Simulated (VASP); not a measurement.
# Mg (R-3m) in VASP: further runs

Runs on Mg. Level: LDA. Tasks: single point.

All numbers are computed with VASP 6.6.1; they aren't measurements. Logs are shortened: lines on timing, memory, paths and dates and some standing lists are left out, and cuts for length are marked.

## 1. The cell of the first run

It takes space group R-3m (No. 166, trigonal). The conventional cell has a = 2.986 Å, b = 2.986 Å, c = 7.267 Å, α = 90.00°, β = 90.00°, γ = 120.00°. Within 3.9 Å of Mg (site symmetry -3m) lie 12 Mg at 2.97 to 2.99 Å.

## 2. Single point, LDA

Contents of INCAR:

```
PREC = Accurate ; ENCUT = 520
EDIFF = 1E-6 ; ISMEAR = -1
SIGMA = 0.1 ; LREAL = F
LASPH = T ; NELM = 80
ALGO = Normal ; ISIF = 2
LWAVE = F ; LCHARG = T
LELF = T ; LVHAR = T
ISYM = 0 ; NBANDS = 7
```

Contents of KPOINTS:

```
Automatic mesh
0
Gamma
  11 11 11
  0.5 0.5 0.5
```

Contents of POSCAR:

```
Mg
1.0
    2.9733103916     -0.0075570635     -0.0053436509
    1.4801105868      2.5787408642     -0.0053436509
    1.4801105868      0.8545422457      2.4330414196
Mg
1
Direct
    0.0000000000      0.0000000000      0.0000000000
```

Potentials or basis: VASP PAW LDA potentials, release 64 (Mg).

On the command line:

```
$ cat potpaw_LDA.64/Mg/POTCAR > POTCAR
$ mpirun -np 1 vasp_std > vasp.out
```

OUTCAR:

```text
PREC = Accurate
   ENCUT = 520
   EDIFF = 1E-6
   ISMEAR = -1
   LREAL = F
   LASPH = T
   NELM = 80
   ISIF = 2
   ISYM = 0

 ion  position               nearest neighbor table
   1  0.000  0.000  0.000-

IMPORTANT INFORMATION: All symmetrisations will be switched off!
NOSYMM: (Re-)initialisation of all symmetry stuff for point group C_1.

----------------------------------------------------------------------------------------

                                     Primitive cell

  volume of cell :      18.7096

  direct lattice vectors                    reciprocal lattice vectors
     2.973310392 -0.007557063 -0.005343651     0.335590043 -0.192900055 -0.136400937
     1.480110587  2.578740864 -0.005343651     0.000738674  0.387079530 -0.136400937
     1.480110587  0.854542246  2.433041420     0.000738674  0.000426473  0.410409060

  length of vectors
     2.973324797  2.973324797  2.973324797     0.410409946  0.410409946  0.410409946

  position of ions in fractional coordinates (direct lattice)
     0.000000000  0.000000000  0.000000000

  ion indices of the primitive-cell ions
   primitive index   ion index
                 1           1

----------------------------------------------------------------------------------------

 KPOINTS: Automatic mesh

Automatic generation of k-mesh.
 Grid dimensions read from file:
 generate k-points for:   11   11   11

 Generating k-lattice:

  Cartesian coordinates                     Fractional coordinates (reciprocal lattice)
     0.030508186 -0.017536369 -0.012400085     0.090909091  0.000000000  0.000000000
     0.000067152  0.035189048 -0.012400085    -0.000000000  0.090909091  0.000000000
     0.000067152  0.000038770  0.037309915    -0.000000000 -0.000000000  0.090909091

  Length of vectors
     0.037309995  0.037309995  0.037309995

  Shift w.r.t. Gamma in fractional coordinates (k-lattice)
     0.500000000  0.500000000  0.500000000

 Subroutine IBZKPT returns following result:
 ===========================================

 Found    666 irreducible k-points:

 Following reciprocal coordinates:
            Coordinates               Weight
  0.045455  0.045455  0.045455      2.000000
  0.136364  0.045455  0.045455      2.000000
  0.045455  0.136364  0.045455      2.000000
  0.045455  0.045455  0.136364      2.000000
  0.227273  0.045455  0.045455      2.000000
  0.045455  0.227273  0.045455      2.000000
[... 16 lines left out ...]
 -0.227273  0.045455  0.045455      2.000000
  0.045455 -0.227273  0.045455      2.000000
 [... further k-points ...]
   k-points           NKPTS =    666   k-points in BZ     NKDIM =    666   number of bands    NBANDS=      7
   number of dos      NEDOS =    301   number of ions     NIONS =      1
   total plane-waves  NPLWV =  13824
   dimension x,y,z NGX =    24 NGY =   24 NGZ =   24
   dimension x,y,z NGXF=    48 NGYF=   48 NGZF=   48
   ions per type =               1
   NGX,Y,Z   is equivalent  to a cutoff of  13.42, 13.42, 13.42 a.u.
   NGXF,Y,Z  is equivalent  to a cutoff of  26.84, 26.84, 26.84 a.u.
 SYSTEM =  unknown system
   PREC   = accura    normal or accurate (medium, high low for compatibility)
   ISTART =      0    job   : 0-new  1-cont  2-samecut
   ICHARG =      2    charge: 1-file 2-atom 10-const
   ISPIN  =      1    spin polarized calculation?
   LNONCOLLINEAR =      F non collinear calculations
   LSORBIT =      F    spin-orbit coupling
   LASPH  =      T    aspherical Exc in radial PAW
   ENCUT  =  520.0 eV  38.22 Ry    6.18 a.u.   5.53  5.53  5.53*2*pi/ulx,y,z
   NELM   =     80;   NELMIN=  2; NELMDL= -5     # of ELM steps
   EDIFF  = 0.1E-05   stopping-criterion for ELM
   LREAL  =      F    real-space projection
   EDIFFG = 0.1E-04   stopping-criterion for IOM
   NSW    =      0    number of steps for IOM
   IBRION =     -1    ionic relax: 0-MD 1-quasi-New 2-CG
   NFREE  =      0    steps in history (QN), initial steepest desc. (CG)
   ISIF   =      2    stress and relaxation
   ISYM   =      0    0-nonsym 1-usesym 2-fastsym
   POTIM  = 0.5000    time-step for ionic-motion
   TEBEG  =    0.0;   TEEND  =   0.0 temperature during run
   PSTRESS=    0.0 pullay stress
   NELECT =       2.0000    total number of electrons
   NUPDOWN=      -1.0000    fix difference up-down
   EMIN   =  10.00;   EMAX   =-10.00  energy-range for DOS
   EFERMI =   0.00;   METHOD = LEGACY
   ISMEAR =    -1;   SIGMA  =   0.10  broadening in eV -4-tet -1-fermi 0-gaus
   EFERMI_NEDOS =   21; number of points for ismear=-14 and -15
   IALGO  =     38    algorithm
   IMIX   =      4    mixing-type and parameters
     AMIX     =   0.40;   BMIX     =  1.00
     AMIX_MAG =   1.60;   BMIX_MAG =  1.00
  volume/ion in A,a.u.               =      18.71       126.26
  Fermi-wavevector in a.u.,A,eV,Ry     =   0.776957  1.468235  8.213315  0.603662
  Thomas-Fermi vector in A             =   1.879543
   LORBIT       =      0    0 simple, 1 ext, 2 COOP (PROOUT), +10 PAW based schemes
   GGA     = CA    functional components
   LHFCALC =     F    Hartree Fock is set to
   AEXX    =    0.0000 exact exchange contribution
   IVDW    =     0    specifies the selected vdW correction
   LEPSILON=     F    determine dielectric tensor
   LRPA    =     F    only Hartree local field effects (RPA)
 non-spin polarized calculation
  energy-cutoff  :      520.00
  volume of cell :       18.71
 maximum number of plane-waves:       531
 NGX is ok and might be reduce to    24
   NGX = 11   NGY = 11   NGZ = 11

 number of electron       2.0000000 magnetization

 Free energy of the ion-electron system (eV)
  ---------------------------------------------------
  ext. energy  EPLUGINS =         0.00000000
  ---------------------------------------------------
  free energy    TOTEN  =        -1.74198156 eV

  energy without entropy =       -1.72942412  energy(sigma->0) =       -1.73570284

 E-fermi :   3.5923     XC(G=0):  -9.3650

 val. band max:        3.5466139899   @ k =   0.4091  -0.1364  -0.2273
 cond. band min:       3.6158804387   @ k =   0.5000   0.3182  -0.3182
 fundamental gap:      0.0692664488
 Fermi energy:         3.5922701356

 k-point     1 :       0.0455    0.0455    0.0455
  band No.  band energies     occupation
      1      -4.1688      2.00000
      2      16.4847      0.00000
      3      17.0652      0.00000
      4      17.0652      0.00000
      5      20.0073      0.00000
      6      20.3161      0.00000
      7      20.3161      0.00000

 k-point     2 :       0.1364    0.0455    0.0455
  band No.  band energies     occupation
      1      -3.8885      2.00000
      2      14.1658      0.00000
      3      15.9741      0.00000
      4      17.3389      0.00000
      5      20.1038      0.00000
      6      20.4151      0.00000
      7      21.2813      0.00000

 k-point     3 :       0.0455    0.1364    0.0455
  band No.  band energies     occupation
      1      -3.8885      2.00000
      2      14.1658      0.00000
      3      15.9741      0.00000
      4      17.3389      0.00000
      5      20.1038      0.00000
      6      20.4151      0.00000
      7      21.2813      0.00000

 k-point     4 :       0.0455    0.0455    0.1364
  band No.  band energies     occupation
      1      -3.8885      2.00000
      2      14.1658      0.00000
      3      15.9741      0.00000
      4      17.3389      0.00000
      5      20.1038      0.00000
      6      20.4151      0.00000
      7      21.2813      0.00000

 k-point     5 :       0.2273    0.0455    0.0455
  band No.  band energies     occupation
      1      -3.1935      2.00000
      2      10.9550      0.00000
      3      15.3422      0.00000
      4      17.0923      0.00000
      5      19.6016      0.00000
      6      20.0007      0.00000
      7      21.2277      0.00000

 k-point     6 :       0.0455    0.2273    0.0455
  band No.  band energies     occupation
      1      -3.1935      2.00000
      2      10.9550      0.00000
      3      15.3422      0.00000
      4      17.0923      0.00000
      5      19.6016      0.00000
      6      20.0007      0.00000
      7      21.2277      0.00000

 k-point     7 :       0.0455    0.0455    0.2273
  band No.  band energies     occupation
      1      -3.1935      2.00000
      2      10.9550      0.00000
      3      15.3422      0.00000
      4      17.0923      0.00000
      5      19.6016      0.00000
      6      20.0007      0.00000
      7      21.2277      0.00000

 k-point     8 :       0.3182    0.0455    0.0455
  band No.  band energies     occupation
      1      -2.0950      2.00000
      2       7.9172      0.00000
      3      14.9870      0.00000
      4      16.7544      0.00000
      5      18.6748      0.00000
      6      19.1553      0.00000
      7      19.9082      0.00000

 k-point     9 :       0.0455    0.3182    0.0455
  band No.  band energies     occupation
      1      -2.0950      2.00000
      2       7.9172      0.00000
      3      14.9870      0.00000
      4      16.7544      0.00000
      5      18.6748      0.00000
      6      19.1553      0.00000
      7      19.9082      0.00000

 k-point    10 :       0.0455    0.0455    0.3182
  band No.  band energies     occupation
      1      -2.0950      2.00000
      2       7.9172      0.00000
      3      14.9870      0.00000
      4      16.7544      0.00000
      5      18.6748      0.00000
      6      19.1553      0.00000
      7      19.9082      0.00000

 k-point    11 :       0.4091    0.0455    0.0455
  band No.  band energies     occupation
      1      -0.6120      2.00000
      2       5.1675      0.00000
      3      14.9201      0.00000
      4      16.3383      0.00000
      5      17.9466      0.00000
      6      18.4614      0.00000
      7      19.3709      0.00000

 k-point    12 :       0.0455    0.4091    0.0455
  band No.  band energies     occupation
      1      -0.6120      2.00000
      2       5.1675      0.00000
      3      14.9201      0.00000
      4      16.3383      0.00000
      5      17.9466      0.00000
      6      18.4614      0.00000
      7      19.3709      0.00000

 k-point    13 :       0.0455    0.0455    0.4091
  band No.  band energies     occupation
      1      -0.6120      2.00000
      2       5.1675      0.00000
      3      14.9201      0.00000
      4      16.3383      0.00000
      5      17.9466      0.00000
      6      18.4614      0.00000
      7      19.3709      0.00000

 k-point    14 :       0.5000    0.0455    0.0455
  band No.  band energies     occupation
      1       1.1919      2.00000
      2       2.7874      1.99936
      3      15.1245      0.00000
      4      15.7990      0.00000
      5      17.7286      0.00000
      6      17.9640      0.00000
      7      19.4432      0.00000

 k-point    15 :       0.0455    0.5000    0.0455
  band No.  band energies     occupation
      1       1.1919      2.00000
      2       2.7874      1.99936
      3      15.1245      0.00000
      4      15.7990      0.00000
      5      17.7286      0.00000
      6      17.9640      0.00000
      7      19.4432      0.00000

 k-point    16 :       0.0455    0.0455    0.5000
  band No.  band energies     occupation
      1       1.1919      2.00000
      2       2.7874      1.99936
      3      15.1245      0.00000
      4      15.7990      0.00000
      5      17.7286      0.00000
      6      17.9640      0.00000
      7      19.4432      0.00000

 k-point    17 :      -0.4091    0.0455    0.0455
  band No.  band energies     occupation
      1       0.5625      2.00000
      2       3.5335      1.28576
      3      15.3810      0.00000
      4      15.5138      0.00000
      5      17.4250      0.00000
      6      18.5049      0.00000
      7      19.5213      0.00000

 k-point    18 :       0.0455   -0.4091    0.0455
  band No.  band energies     occupation
      1       0.5625      2.00000
      2       3.5335      1.28576
      3      15.3810      0.00000
      4      15.5138      0.00000
      5      17.4250      0.00000
      6      18.5049      0.00000
      7      19.5213      0.00000

 k-point    19 :       0.0455    0.0455   -0.4091
  band No.  band energies     occupation
      1       0.5625      2.00000
      2       3.5335      1.28576
      3      15.3810      0.00000
      4      15.5138      0.00000
      5      17.4250      0.00000
      6      18.5049      0.00000
      7      19.5213      0.00000

 k-point    20 :      -0.3182    0.0455    0.0455
  band No.  band energies     occupation
      1      -1.1534      2.00000
      2       6.0587      0.00000
      3      15.2177      0.00000
      4      15.8984      0.00000
      5      17.7802      0.00000
      6      19.4368      0.00000
      7      19.5451      0.00000

 k-point    21 :       0.0455   -0.3182    0.0455
  band No.  band energies     occupation
      1      -1.1534      2.00000
      2       6.0587      0.00000
      3      15.2177      0.00000
      4      15.8984      0.00000
      5      17.7802      0.00000
      6      19.4368      0.00000
      7      19.5451      0.00000

 k-point    22 :       0.0455    0.0455   -0.3182
  band No.  band energies     occupation
      1      -1.1534      2.00000
      2       6.0587      0.00000
      3      15.2177      0.00000
      4      15.8984      0.00000
      5      17.7802      0.00000
      6      19.4368      0.00000
      7      19.5451      0.00000

 k-point    23 :      -0.2273    0.0455    0.0455
  band No.  band energies     occupation
      1      -2.5096      2.00000
      2       8.9116      0.00000
      3      15.3378      0.00000
      4      16.2435      0.00000
      5      18.7980      0.00000
      6      19.7410      0.00000
      7      20.7109      0.00000

 k-point    24 :       0.0455   -0.2273    0.0455
  band No.  band energies     occupation
      1      -2.5096      2.00000
      2       8.9116      0.00000
      3      15.3378      0.00000
      4      16.2435      0.00000
      5      18.7980      0.00000
      6      19.7410      0.00000
      7      20.7109      0.00000

 [... further k-points ...]
[... 5 lines left out ...]
  --------------------------------------------------------------------------------------
  -------------------------------------------------------------------------------------
  Total        0.8982693      0.8972927      0.8970486      0.0008457      0.0003453      0.0005981
  in kB       76.9224414     76.8388103     76.8179055      0.0724234      0.0295736      0.0512167
  external PRESSURE =      76.8597191 kB  Pullay stress =       0.0000000 kB

 VOLUME and BASIS-vectors are now :
 -----------------------------------------------------------------------------
  energy-cutoff  :      520.00
  volume of cell :       18.71
      direct lattice vectors                 reciprocal lattice vectors
     2.973310392 -0.007557063 -0.005343651     0.335590043 -0.192900055 -0.136400937
     1.480110587  2.578740864 -0.005343651     0.000738674  0.387079530 -0.136400937
     1.480110587  0.854542246  2.433041420     0.000738674  0.000426473  0.410409060

 POSITION                                       TOTAL-FORCE (eV/Angst)
 -----------------------------------------------------------------------------------
      0.00000      0.00000      0.00000        -0.000000      0.000000     -0.000000
 -----------------------------------------------------------------------------------
    total drift:                               -0.000000      0.000000     -0.000000

  FREE ENERGIE OF THE ION-ELECTRON SYSTEM (eV)
  ---------------------------------------------------
  free  energy   TOTEN  =        -1.7419815588 eV

  energy  without entropy=       -1.7294241172  energy(sigma->0) =       -1.73570284
```

It took 89 s on 1 thread of AMD EPYC 7R43 (Zen 3), shared host; peak memory 0.17 GiB.

What came out:

```yaml
Free_energy: -1.7420 eV
Pressure: 7.7 GPa
Band_gap_on_the_k_mesh: zero (band 1 reaches 4.67 eV, above the bottom of band 2 at 2.36 eV)
```

Levels at points of the mesh, in eV from the Fermi level:
| k point | band 1 | band 2 | band 3 | band 4 | band 5 |
| --- | --- | --- | --- | --- | --- |
| (0.50, 0.50, 0.50) | -1.96 | -1.23 | 12.32 | 12.32 | 14.02 |

## 3. Single point, LDA

This run uses another cell than the first one, of 19.30 Å³/atom, 1.032 times its volume.

Contents of INCAR:

```
PREC     = Accurate       # precision mode
ENCUT    = 520            # plane-wave cutoff, eV
EDIFF    = 1E-6           # SCF threshold, eV
ISMEAR   = -1             # smearing method
SIGMA    = 0.1            # smearing width, eV
LREAL    = False          # projectors in reciprocal space
LASPH    = True           # aspherical terms in the spheres
NELM     = 80             # most SCF steps
ALGO     = Normal         # electronic algorithm
ISIF     = 2              # what is computed and relaxed
LWAVE    = False          # write WAVECAR
LCHARG   = False          # write CHGCAR
NBANDS   = 7              # bands
ISYM     = 0
```

KPOINTS is that of step 2.

Contents of POSCAR:

```
Mg
1.0
    3.0032327817     -0.0088444319     -0.0062539578
    1.4939568882      2.6052980983     -0.0062539578
    1.4939568882      0.8625364115      2.4583832557
Mg
1
Direct
    0.0000000000      0.0000000000      0.0000000000
```

Potentials or basis: VASP PAW LDA potentials, release 64 (Mg).

On the command line:

```
$ cat potpaw_LDA.64/Mg/POTCAR > POTCAR
$ mpirun -np 1 vasp_std > vasp.out
```

Wall time 93 s (1 thread of AMD EPYC 7R43 (Zen 3), shared host); peak memory 0.17 GiB.

Results (log left out):

| Property | Result |
| --- | --- |
| Free energy | -1.7665 eV |
| Pressure | 5.7 GPa |
| Band gap on the k mesh | zero (band 1 reaches 4.48 eV, above the bottom of band 2 at 2.18 eV) |

Levels at points of the mesh, in eV from the Fermi level:
```
           k point  band 1  band 2  band 3  band 4  band 5  band 6
(0.50, 0.50, 0.50)   -1.90   -1.22   12.13   12.13   13.65   13.65
```

## 4. Single point, LDA

This run uses another cell than the first one, of 19.98 Å³/atom, 1.068 times its volume.

Contents of INCAR:

```
PREC     = Accurate       # precision mode
ENCUT    = 520            # plane-wave cutoff, eV
EDIFF    = 1E-6           # SCF threshold, eV
ISMEAR   = -1             # smearing method
SIGMA    = 0.1            # smearing width, eV
LREAL    = F              # projectors in reciprocal space
LASPH    = T              # aspherical terms in the spheres
NELM     = 100            # most SCF steps
ALGO     = Normal         # electronic algorithm
ISIF     = 2              # what is computed and relaxed
LWAVE    = F              # write WAVECAR
LCHARG   = T              # write CHGCAR
GGA      = CA             # functional
LELF     = T              # ELF
LVHAR    = T            
NBANDS   = 7              # bands
ISYM     = 0
```

KPOINTS is that of step 3.

Contents of POSCAR:

```
Mg
1.0
    3.0368774677     -0.0104520334     -0.0073907037
    1.5093870074      2.6352390520     -0.0073907037
    1.5093870074      0.8714449950      2.4869907728
Mg
1
Direct
    0.0000000000      0.0000000000      0.0000000000
```

On the command line:

```
$ cat potpaw_LDA.64/Mg/POTCAR > POTCAR
$ mpirun -np 1 vasp_std > vasp.out
```

It took 2.2 min on 1 thread of AMD EPYC 7R43 (Zen 3), shared host; peak memory 0.16 GiB.

It converged, with:

| Property | Result |
| --- | --- |
| Free energy | -1.7863 eV |
| Pressure | 3.7 GPa |
| Band gap on the k mesh | zero (band 1 reaches 4.27 eV, above the bottom of band 2 at 1.99 eV) |

Levels at points of the mesh, in eV from the Fermi level:
```
           k point  band 1  band 2  band 3  band 4
(0.50, 0.50, 0.50)   -1.84   -1.21   11.92   11.92
```

## 5. Overview

| cell | gap on the mesh (eV) | pressure (GPa) |
| --- | --- | --- |
| a = 2.973 Å, angles 60.3°, 1 atom | none | 7.7 |
| a = 3.003 Å, angles 60.3°, 1 atom | none | 5.7 |
| a = 3.037 Å, angles 60.4°, 1 atom | none | 3.7 |

Alike in all rows: task single point; level LDA; potentials or basis VASP PAW LDA potentials, release 64 (Mg); no spin polarisation; k mesh 11 × 11 × 11, shifted; cutoff (eV) 520; smearing fermi-dirac 0.1 eV.

Absolute energies hang on the potentials; compare differences alone.
